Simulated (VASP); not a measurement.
# B15As8 in VASP: a series of runs, part 2 of 3

VASP 6.6.1. Earlier steps stand in the parts before.

### 4 Single point, PBE

File INCAR:

```
ALGO = Normal ; EDIFF = 1E-7
ENCUT = 520 ; GGA = PE
ISIF = 2 ; ISMEAR = -1
ISYM = 0 ; LASPH = True
LCHARG = False ; LREAL = Auto
LWAVE = False ; NBANDS = 60
NELM = 100 ; PREC = Accurate
SIGMA = 0.3447
```

File KPOINTS:

```
Automatic mesh
0
Gamma
  1 1 1
  0.25 0.25 0.25
```

File POSCAR:

```
B15As8
1.0
    6.7523970000     -0.0821590000     -0.0565340000
   -0.0821590000      6.5439730000      0.0455560000
   -0.0565340000      0.0455560000      7.1307640000
As B
8 15
Direct
    0.7233751257      0.9089201089      0.7447564560
    0.3430606257      0.6941036199      0.2950911017
    0.5727328409      1.2025021369      0.9790947633
    0.0060175862     -0.2544770840      0.4616640175
    0.0916779712      0.2588429862      0.7549753535
    0.2213062749      0.1024039770      0.2448512128
    0.4119768499      0.2141742813      0.5905455258
    0.6961750534      0.5448689524      0.5430971366
    0.5532685406      0.6414534172      0.8114880021
    0.7946074871      1.3057250783      0.2353476749
    0.5211205892      0.9095785235      0.1734008126
    0.7381418588      0.7930845738      1.2721696232
   -0.0164425125      0.9272233296      1.0929332191
   -0.0397394339      0.4869527394      0.9630667558
    0.7200690848      0.5897089376      0.1187503338
    0.3582796087      0.4249320731      0.1963271781
    0.8108700705      0.5895292045      0.8080182062
    0.5889002376      0.3906898502      0.2068580056
    0.2116888133      0.4977436703      0.9269251380
    0.8806873296      0.1094090906      0.0840121110
    0.1276391653      0.7108406383      1.0829476191
    0.2052889487      0.3539264852      0.3606543886
   -0.0246223728      0.3499804974      0.4093450978
```

Potentials or basis: VASP PAW PBE potentials, release 64 (As, B).

Command:

```bash
> cat potpaw_PBE.64/As/POTCAR potpaw_PBE.64/B/POTCAR > POTCAR
> mpirun -np 1 vasp_std > vasp.out
```

OUTCAR:

```text
EDIFF = 1E-7
   ENCUT = 520
   GGA = PE
   ISIF = 2
   ISMEAR = -1
   ISYM = 0
   LASPH = True
   LREAL = Auto
   NELM = 100
   PREC = Accurate

 ion  position               nearest neighbor table
   1  0.723  0.909  0.745-   9 2.12  17 2.22   3 2.79   8 2.80
   2  0.343  0.694  0.295-  16 1.91  11 2.03  21 2.09  22 2.43   4 2.62   6 2.83
   3  0.573  0.203  0.979-  18 2.05  20 2.29  11 2.37  10 2.44   1 2.79
   4  0.006  0.746  0.462-  12 2.27   8 2.51   2 2.62
   5  0.092  0.259  0.755-  19 2.14  14 2.32   7 2.50
   6  0.221  0.102  0.245-  22 1.86  13 2.23  16 2.31  11 2.48   2 2.83   7 2.86
   7  0.412  0.214  0.591-  22 2.33   5 2.50   6 2.86   8 2.88
   8  0.696  0.545  0.543-  17 2.05   9 2.26  23 2.51   4 2.51  12 2.52   1 2.80   7 2.88
   9  0.553  0.641  0.811-  17 1.78   1 2.12   8 2.26
  10  0.795  0.306  0.235-  18 1.52  23 1.75  20 1.80  15 2.10   3 2.44
  11  0.521  0.910  0.173-  12 1.80   2 2.03   3 2.37   6 2.48
  12  0.738  0.793  0.272-  15 1.73  11 1.80   4 2.27   8 2.52
  13  0.984  0.927  0.093-  20 1.39  21 1.74   6 2.23
  14  0.960  0.487  0.963-  17 1.63  19 1.72  21 2.02  15 2.11   5 2.32
  15  0.720  0.590  0.119-  18 1.68  12 1.73  10 2.10  14 2.11
  16  0.358  0.425  0.196-  18 1.58  22 1.63   2 1.91   6 2.31
  17  0.811  0.590  0.808-  14 1.63   9 1.78   8 2.05   1 2.22
  18  0.589  0.391  0.207-  10 1.52  16 1.58  15 1.68   3 2.05
  19  0.212  0.498  0.927-  14 1.72  21 1.90   5 2.14
  20  0.881  0.109  0.084-  13 1.39  10 1.80   3 2.29
  21  0.128  0.711  0.083-  13 1.74  19 1.90  14 2.02   2 2.09
  22  0.205  0.354  0.361-  23 1.60  16 1.63   6 1.86   7 2.33   2 2.43
  23  0.975  0.350  0.409-  22 1.60  10 1.75   8 2.51

IMPORTANT INFORMATION: All symmetrisations will be switched off!
NOSYMM: (Re-)initialisation of all symmetry stuff for point group C_1.

----------------------------------------------------------------------------------------

                                     Primitive cell

  volume of cell :     315.0080

  direct lattice vectors                    reciprocal lattice vectors
     6.752397000 -0.082159000 -0.056534000     0.148127821  0.001851638  0.001162555
    -0.082159000  6.543973000  0.045556000     0.001851638  0.152842309 -0.000961777
    -0.056534000  0.045556000  7.130764000     0.001162555 -0.000961777  0.140252789

  length of vectors
     6.753133453  6.544647284  7.131133617     0.148143955  0.152856550  0.140260905

  position of ions in fractional coordinates (direct lattice)
     0.723375126  0.908920109  0.744756456
     0.343060626  0.694103620  0.295091102
     0.572732841  0.202502137  0.979094763
     0.006017586  0.745522916  0.461664017
     0.091677971  0.258842986  0.754975354
     0.221306275  0.102403977  0.244851213
[... 15 lines left out ...]
     0.205288949  0.353926485  0.360654389
     0.975377627  0.349980497  0.409345098

  ion indices of the primitive-cell ions
   primitive index   ion index
                 1           1
                 2           2
                 3           3
                 4           4
                 5           5
                 6           6
[... 15 lines left out ...]
                22          22
                23          23

----------------------------------------------------------------------------------------

 KPOINTS: Automatic mesh

Automatic generation of k-mesh.
 Grid dimensions read from file:
 generate k-points for:    1    1    1

 Generating k-lattice:

  Cartesian coordinates                     Fractional coordinates (reciprocal lattice)
     0.148127821  0.001851638  0.001162555     1.000000000 -0.000000000  0.000000000
     0.001851638  0.152842309 -0.000961777    -0.000000000  1.000000000  0.000000000
     0.001162555 -0.000961777  0.140252789     0.000000000  0.000000000  1.000000000

  Length of vectors
     0.148143955  0.152856550  0.140260905

  Shift w.r.t. Gamma in fractional coordinates (k-lattice)
     0.250000000  0.250000000  0.250000000

 Subroutine IBZKPT returns following result:
 ===========================================

 Found      1 irreducible k-points:

 Following reciprocal coordinates:
            Coordinates               Weight
  0.250000  0.250000  0.250000      2.000000
   k-points           NKPTS =      1   k-points in BZ     NKDIM =      1   number of bands    NBANDS=     60
   number of dos      NEDOS =    301   number of ions     NIONS =     23
   total plane-waves  NPLWV = 135000
   dimension x,y,z NGX =    50 NGY =   50 NGZ =   54
   dimension x,y,z NGXF=   100 NGYF=  100 NGZF=  108
   ions per type =               8  15
   NGX,Y,Z   is equivalent  to a cutoff of  12.31, 12.70, 12.59 a.u.
   NGXF,Y,Z  is equivalent  to a cutoff of  24.62, 25.40, 25.18 a.u.
 SYSTEM =  unknown system
   PREC   = accura    normal or accurate (medium, high low for compatibility)
   ISTART =      0    job   : 0-new  1-cont  2-samecut
   ICHARG =      2    charge: 1-file 2-atom 10-const
   ISPIN  =      1    spin polarized calculation?
   LNONCOLLINEAR =      F non collinear calculations
   LSORBIT =      F    spin-orbit coupling
   LASPH  =      T    aspherical Exc in radial PAW
   ENCUT  =  520.0 eV  38.22 Ry    6.18 a.u.  12.56 12.17 13.26*2*pi/ulx,y,z
   NELM   =    100;   NELMIN=  2; NELMDL= -5     # of ELM steps
   EDIFF  = 0.1E-06   stopping-criterion for ELM
   LREAL  =      T    real-space projection
   EDIFFG = 0.1E-05   stopping-criterion for IOM
   NSW    =      0    number of steps for IOM
   IBRION =     -1    ionic relax: 0-MD 1-quasi-New 2-CG
   NFREE  =      0    steps in history (QN), initial steepest desc. (CG)
   ISIF   =      2    stress and relaxation
   ISYM   =      0    0-nonsym 1-usesym 2-fastsym
   POTIM  = 0.5000    time-step for ionic-motion
   TEBEG  =    0.0;   TEEND  =   0.0 temperature during run
   PSTRESS=    0.0 pullay stress
   NELECT =      85.0000    total number of electrons
   NUPDOWN=      -1.0000    fix difference up-down
   EMIN   =  10.00;   EMAX   =-10.00  energy-range for DOS
   EFERMI =   0.00;   METHOD = LEGACY
   ISMEAR =    -1;   SIGMA  =   0.34  broadening in eV -4-tet -1-fermi 0-gaus
   EFERMI_NEDOS =   21; number of points for ismear=-14 and -15
   IALGO  =     38    algorithm
   IMIX   =      4    mixing-type and parameters
     AMIX     =   0.40;   BMIX     =  1.00
     AMIX_MAG =   1.60;   BMIX_MAG =  1.00
  volume/ion in A,a.u.               =      13.70        92.43
  Fermi-wavevector in a.u.,A,eV,Ry     =   1.057890  1.999123 15.226711  1.119132
  Thomas-Fermi vector in A             =   2.193180
   LORBIT       =      0    0 simple, 1 ext, 2 COOP (PROOUT), +10 PAW based schemes
   GGA     = PE    functional components
   LHFCALC =     F    Hartree Fock is set to
   AEXX    =    0.0000 exact exchange contribution
   IVDW    =     0    specifies the selected vdW correction
   LEPSILON=     F    determine dielectric tensor
   LRPA    =     F    only Hartree local field effects (RPA)
 non-spin polarized calculation
  energy-cutoff  :      520.00
  volume of cell :      315.01
 maximum number of plane-waves:      8505
 NGX is ok and might be reduce to    50
   NGX = 25   NGY = 25   NGZ = 27

 number of electron      85.0000001 magnetization

 Free energy of the ion-electron system (eV)
  ---------------------------------------------------
  ext. energy  EPLUGINS =         0.00000000
  ---------------------------------------------------
  free energy    TOTEN  =      -115.32386229 eV

  energy without entropy =     -112.27840828  energy(sigma->0) =     -113.80113528

 E-fermi :   4.5662     XC(G=0): -10.1146

 val. band max:        4.2279474208   @ k =   0.2500   0.2500   0.2500
 cond. band min:       4.6959120347   @ k =   0.2500   0.2500   0.2500
 fundamental gap:      0.4679646139
 Fermi energy:         4.5662364814

 k-point     1 :       0.2500    0.2500    0.2500
  band No.  band energies     occupation
      1     -10.2765      2.00000
      2      -9.5100      2.00000
      3      -8.9674      2.00000
      4      -8.6270      2.00000
      5      -7.8759      2.00000
      6      -7.1559      2.00000
[... 46 lines left out ...]
     53       6.8686      0.00251
     54       7.2245      0.00089
 [bands above 54 left out]

------------------------ aborting loop because EDIFF is reached ----------------------------------------

  FORCE on cell =-STRESS in cart. coord.  units (eV):
  Direction    XX          YY          ZZ          XY          YZ          ZX
  --------------------------------------------------------------------------------------
  -------------------------------------------------------------------------------------
  Total       13.6594518     15.2619862     -5.0741411     -2.0153820      7.5610890     -5.8847581
  in kB       69.4739897     77.6247164    -25.8078313    -10.2505308     38.4568158    -29.9307489
  external PRESSURE =      40.4302916 kB  Pullay stress =       0.0000000 kB

 VOLUME and BASIS-vectors are now :
 -----------------------------------------------------------------------------
  energy-cutoff  :      520.00
  volume of cell :      315.01
      direct lattice vectors                 reciprocal lattice vectors
     6.752397000 -0.082159000 -0.056534000     0.148127821  0.001851638  0.001162555
    -0.082159000  6.543973000  0.045556000     0.001851638  0.152842309 -0.000961777
    -0.056534000  0.045556000  7.130764000     0.001162555 -0.000961777  0.140252789

 POSITION                                       TOTAL-FORCE (eV/Angst)
 -----------------------------------------------------------------------------------
      4.76774      5.92244      5.31119        -0.118389     -0.589285     -0.050106
      2.24277      4.52745      2.11645        -0.924989      1.803995      1.242506
      3.79533      1.32272      6.95854         0.282147     -1.960771     -0.244444
     -0.04672      4.89922      3.32564        -0.547421      1.014210     -0.625976
      0.55510      1.72072      5.39016         0.046293      0.314205     -0.213048
      1.47209      0.66310      1.73813         0.365296     -3.233716     -1.115886
[... 15 lines left out ...]
      1.33673      2.31565      2.57626        -0.053508      1.201814      3.093402
      6.53424      2.22878      2.87974        -1.095919      0.353785      0.505927
 -----------------------------------------------------------------------------------
    total drift:                                0.004357     -0.000142      0.001622

  FREE ENERGIE OF THE ION-ELECTRON SYSTEM (eV)
  ---------------------------------------------------
  free  energy   TOTEN  =      -115.3238622865 eV

  energy  without entropy=     -112.2784082822  energy(sigma->0) =     -113.80113528
```

Wall time 78 s (1 thread of AMD EPYC 7R13 (Zen 3), shared host); peak memory 0.29 GiB.

Results:

```
Free energy   : -115.3239 eV
Pressure      : 4.0 GPa
Largest force : 8.573 eV/Å
```

Forces on the atoms (eV/Å):
```
As  -0.118 -0.589 -0.050
As  -0.925  1.804  1.243
As   0.282 -1.961 -0.244
As  -0.547  1.014 -0.626
As   0.046  0.314 -0.213
As   0.365 -3.234 -1.116
As   0.260  0.220 -0.035
As  -1.411 -1.093  0.093
B    0.462  0.147  0.911
B    3.399 -1.522 -0.228
B    1.727  0.862  0.144
B    0.061  0.907 -1.562
B    4.815 -7.088  0.273
B    0.209  1.320  0.706
B    1.658 -0.280 -1.526
B   -0.323 -1.719 -2.542
B   -1.827  0.463  1.996
B   -1.724  1.386 -0.687
B    1.039  1.027  1.676
B   -4.629  7.206  0.148
B   -1.669 -0.740 -1.959
B   -0.054  1.202  3.093
B   -1.096  0.354  0.506
```

Caveat: the k points lie up to 0.96 Å⁻¹ apart.

(Continued in part 3 of 3.)
